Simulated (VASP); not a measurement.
# Cu (Fm-3m) in VASP: further runs

Cu is run at these levels: PBE; tasks: single point.

Program: VASP 6.6.1. These are calculated values, not measurements. Logs are shortened: lines on timing, memory, paths and dates and some standing lists are left out, and cuts for length are marked.

**1. The cell of the first run**

Symmetry: Fm-3m, No. 225, cubic system. Conventional cell: a = 3.577 Å, b = 3.577 Å, c = 3.577 Å, α = 90.00°, β = 90.00°, γ = 90.00°. Within 3.3 Å of Cu (site symmetry m-3m) lie 12 Cu at 2.53 Å.

**2. Single point, PBE**

File INCAR:

```
SYSTEM = Cu
ALGO = Normal
EDIFF = 1E-6
ENCUT = 520
GGA = PE
ISIF = 2
ISMEAR = -1
LASPH = .TRUE.
LCHARG = .FALSE.
LREAL = .FALSE.
LWAVE = .FALSE.
NBANDS = 12
NELM = 80
PREC = Accurate
SIGMA = 0.15
```

File KPOINTS:

```
k-points
0
G
  20 20 20
  0 0 0
```

File POSCAR:

```
Cu
1.0
    0.0000000000      1.7884487422      1.7884487422
    1.7884487422      0.0000000000      1.7884487422
    1.7884487422      1.7884487422      0.0000000000
Cu
1
Direct
    0.0000000000      0.0000000000      0.0000000000
```

Potentials or basis: VASP PAW PBE potentials, release 64 (Cu).

Run with:

```
> cat potpaw_PBE.64/Cu/POTCAR > POTCAR
> mpirun -np 1 vasp_std > vasp.out
```

OUTCAR:

```text
SYSTEM = Cu
   EDIFF = 1E-6
   ENCUT = 520
   GGA = PE
   ISIF = 2
   ISMEAR = -1
   LASPH = .TRUE.
   LREAL = .FALSE.
   NELM = 80
   PREC = Accurate

 ion  position               nearest neighbor table
   1  0.000  0.000  0.000-

  LATTYP: Found a face centered cubic cell.
 ALAT       =     3.5768974844

  Lattice vectors:

 A1 = (   0.0000000000,   1.7884487422,   1.7884487422)
 A2 = (   1.7884487422,   0.0000000000,   1.7884487422)
 A3 = (   1.7884487422,   1.7884487422,   0.0000000000)

Analysis of symmetry for initial positions (statically):
=====================================================================
 Subroutine PRICEL returns:
 Original cell was already a primitive cell.

 Routine SETGRP: Setting up the symmetry group for a
 face centered cubic supercell.

 Subroutine GETGRP returns: Found 48 space group operations
 (whereof 48 operations were pure point group operations)
 out of a pool of 48 trial point group operations.

The static configuration has the point symmetry O_h .

Analysis of symmetry for dynamics (positions and initial velocities):
=====================================================================
 Subroutine PRICEL returns:
 Original cell was already a primitive cell.

 Routine SETGRP: Setting up the symmetry group for a
 face centered cubic supercell.

 Subroutine GETGRP returns: Found 48 space group operations
 (whereof 48 operations were pure point group operations)
 out of a pool of 48 trial point group operations.

The dynamic configuration has the point symmetry O_h .

 Subroutine INISYM returns: Found 48 space group operations
 (whereof 48 operations are pure point group operations),
 and found     1 'primitive' translations

----------------------------------------------------------------------------------------

                                     Primitive cell

  volume of cell :      11.4409

  direct lattice vectors                    reciprocal lattice vectors
     0.000000000  1.788448742  1.788448742    -0.279571893  0.279571893  0.279571893
     1.788448742  0.000000000  1.788448742     0.279571893 -0.279571893  0.279571893
     1.788448742  1.788448742  0.000000000     0.279571893  0.279571893 -0.279571893

  length of vectors
     2.529248467  2.529248467  2.529248467     0.484232723  0.484232723  0.484232723

  position of ions in fractional coordinates (direct lattice)
     0.000000000  0.000000000  0.000000000

  ion indices of the primitive-cell ions
   primitive index   ion index
                 1           1
[... 73 lines left out ...]
   LREAL  =      F    real-space projection
   EDIFFG = 0.1E-04   stopping-criterion for IOM
   NSW    =      0    number of steps for IOM
   IBRION =     -1    ionic relax: 0-MD 1-quasi-New 2-CG
   NFREE  =      0    steps in history (QN), initial steepest desc. (CG)
   ISIF   =      2    stress and relaxation
   ISYM   =      2    0-nonsym 1-usesym 2-fastsym
   POTIM  = 0.5000    time-step for ionic-motion
   TEBEG  =    0.0;   TEEND  =   0.0 temperature during run
   PSTRESS=    0.0 pullay stress
   NELECT =      11.0000    total number of electrons
   NUPDOWN=      -1.0000    fix difference up-down
   EMIN   =  10.00;   EMAX   =-10.00  energy-range for DOS
   EFERMI =   0.00;   METHOD = LEGACY
   ISMEAR =    -1;   SIGMA  =   0.15  broadening in eV -4-tet -1-fermi 0-gaus
   EFERMI_NEDOS =   21; number of points for ismear=-14 and -15
   IALGO  =     38    algorithm
   IMIX   =      4    mixing-type and parameters
     AMIX     =   0.40;   BMIX     =  1.00
     AMIX_MAG =   1.60;   BMIX_MAG =  1.00
  volume/ion in A,a.u.               =      11.44        77.21
  Fermi-wavevector in a.u.,A,eV,Ry     =   1.615794  3.053407 35.521942  2.610789
  Thomas-Fermi vector in A             =   2.710484
   LORBIT       =      0    0 simple, 1 ext, 2 COOP (PROOUT), +10 PAW based schemes
   GGA     = PE    functional components
   LHFCALC =     F    Hartree Fock is set to
   AEXX    =    0.0000 exact exchange contribution
   IVDW    =     0    specifies the selected vdW correction
   LEPSILON=     F    determine dielectric tensor
   LRPA    =     F    only Hartree local field effects (RPA)
 non-spin polarized calculation
  energy-cutoff  :      520.00
  volume of cell :       11.44
 maximum number of plane-waves:       331
   NGX =  9   NGY =  9   NGZ =  9

 number of electron      11.0000012 magnetization

 Free energy of the ion-electron system (eV)
  ---------------------------------------------------
  ext. energy  EPLUGINS =         0.00000000
  ---------------------------------------------------
  free energy    TOTEN  =        -3.72647019 eV

  energy without entropy =       -3.70517295  energy(sigma->0) =       -3.71582157

 E-fermi :   8.0026     XC(G=0): -12.9120

 val. band max:        7.9559030552   @ k =   0.5000   0.2500   0.1000
 cond. band min:       8.0119075384   @ k =  -0.4500   0.1000   0.0000
 fundamental gap:      0.0560044832
 Fermi energy:         8.0025632869

 k-point     1 :       0.0000    0.0000    0.0000
  band No.  band energies     occupation
      1      -1.6101      2.00000
      2       4.8558      2.00000
      3       4.8558      2.00000
      4       4.8558      2.00000
      5       5.7192      2.00000
      6       5.7192      2.00000
      7      30.8345      0.00000
      8      33.7275      0.00000
      9      33.7275      0.00000
     10      33.7275      0.00000
     11      36.2484      0.00000
     12      36.2484      0.00000
[... 331 lines left out ...]
 k-point    24 :      -0.3500    0.0500    0.0000
  band No.  band energies     occupation
      1       2.2661      2.00000
      2       4.8822      2.00000
      3       4.9242      2.00000
      4       5.0525      2.00000
      5       6.0496      2.00000
      6       6.3433      1.99997
      7      15.4569      0.00000
      8      28.1440      0.00000
      9      30.5233      0.00000
     10      31.6816      0.00000
     11      33.9108      0.00000
     12      35.7047      0.00000

 [... further k-points ...]
[... 5 lines left out ...]
  --------------------------------------------------------------------------------------
  -------------------------------------------------------------------------------------
  Total        0.5379685      0.5379685      0.5379685     -0.0000000      0.0000000      0.0000000
  in kB       75.3369301     75.3369301     75.3369301     -0.0000000      0.0000000      0.0000000
  external PRESSURE =      75.3369301 kB  Pullay stress =       0.0000000 kB

 VOLUME and BASIS-vectors are now :
 -----------------------------------------------------------------------------
  energy-cutoff  :      520.00
  volume of cell :       11.44
      direct lattice vectors                 reciprocal lattice vectors
     0.000000000  1.788448742  1.788448742    -0.279571893  0.279571893  0.279571893
     1.788448742  0.000000000  1.788448742     0.279571893 -0.279571893  0.279571893
     1.788448742  1.788448742  0.000000000     0.279571893  0.279571893 -0.279571893

 POSITION                                       TOTAL-FORCE (eV/Angst)
 -----------------------------------------------------------------------------------
      0.00000      0.00000      0.00000        -0.000000     -0.000000     -0.000000
 -----------------------------------------------------------------------------------
    total drift:                                0.000000      0.000000      0.000000

  FREE ENERGIE OF THE ION-ELECTRON SYSTEM (eV)
  ---------------------------------------------------
  free  energy   TOTEN  =        -3.7264701915 eV

  energy  without entropy=       -3.7051729529  energy(sigma->0) =       -3.71582157
```

OSZICAR:

```text
N       E                     dE             d eps       ncg     rms          rms(c)
DAV:   1     0.422488488760E+02    0.42249E+02   -0.53524E+03  6888   0.156E+03
DAV:   2    -0.331706850616E+01   -0.45566E+02   -0.41780E+02  6324   0.202E+02
DAV:   3    -0.463994611803E+01   -0.13229E+01   -0.13141E+01  7228   0.400E+01
DAV:   4    -0.464789344488E+01   -0.79473E-02   -0.79463E-02  6940   0.276E+00
DAV:   5    -0.464796555095E+01   -0.72106E-04   -0.72106E-04  7344   0.269E-01    0.775E+00
DAV:   6    -0.408851010456E+01    0.55946E+00   -0.14153E+01  7324   0.720E+01    0.377E+00
DAV:   7    -0.374015701710E+01    0.34835E+00   -0.21887E+00  7336   0.281E+01    0.619E-01
DAV:   8    -0.372783123268E+01    0.12326E-01   -0.43843E-03  7024   0.815E-01    0.278E-01
DAV:   9    -0.372646787970E+01    0.13634E-02   -0.81537E-03  7784   0.158E+00    0.287E-02
DAV:  10    -0.372647129900E+01   -0.34193E-05   -0.35618E-05  8976   0.964E-02    0.804E-03
DAV:  11    -0.372647009464E+01    0.12044E-05   -0.80328E-07  5132   0.169E-02    0.231E-04
DAV:  12    -0.372647019150E+01   -0.96861E-07   -0.69979E-08  3680   0.293E-03
   1 F= -.37264702E+01 E0= -.37158216E+01  d E =-.212972E-01
```

Run time: 20 s. Hardware: 1 thread of Intel Xeon 6975P-C, shared host; peak memory 0.15 GiB.

What came out:

```yaml
Free_energy: -3.7265 eV
Pressure: 7.5 GPa
```

**3. Single point, PBE (volume scaled by 0.98)**

File INCAR:

```
SYSTEM = Cu
PREC = Accurate
ENCUT = 520
EDIFF = 1E-6
ISMEAR = -1
SIGMA = 0.15
LREAL = .False.
LASPH = .True.
NELM = 60
ALGO = Normal
ISIF = 2
LWAVE = .False.
LCHARG = .False.
GGA = PE
NBANDS = 12
```

File KPOINTS:

```
Automatic mesh
0
Gamma
  20 20 20
  0 0 0
```

File POSCAR:

```
Cu
1.0
    0.0000000000      1.8029829918      1.8029829918
    1.8029829918      0.0000000000      1.8029829918
    1.8029829918      1.8029829918      0.0000000000
Cu
1
Direct
    0.0000000000      0.0000000000      0.0000000000
```

Potentials or basis: VASP PAW PBE potentials, release 64 (Cu).

Run with:

```
> cat potpaw_PBE.64/Cu/POTCAR > POTCAR
> mpirun -np 1 vasp_std > vasp.out
```

It took 20 s on 1 thread of Intel Xeon 6975P-C, shared host; peak memory 0.15 GiB.

It converged, with:

```yaml
Free_energy: -3.7362 eV
Pressure: 3.6 GPa
```

Levels at points of the mesh, in eV from the Fermi level:
| k point | band 4 | band 5 | band 6 | band 7 | band 8 | band 9 |
| --- | --- | --- | --- | --- | --- | --- |
| (0.00, 0.00, 0.00) | -3.07 | -2.24 | -2.24 | 22.64 | 25.34 | 25.34 |
| (0.50, 0.00, 0.00) | -1.66 | -1.66 | -1.04 | 3.78 | 21.13 | 22.17 |
| (0.50, 0.50, 0.00) | -1.52 | -1.52 | 1.48 | 7.15 | 13.13 | 13.13 |
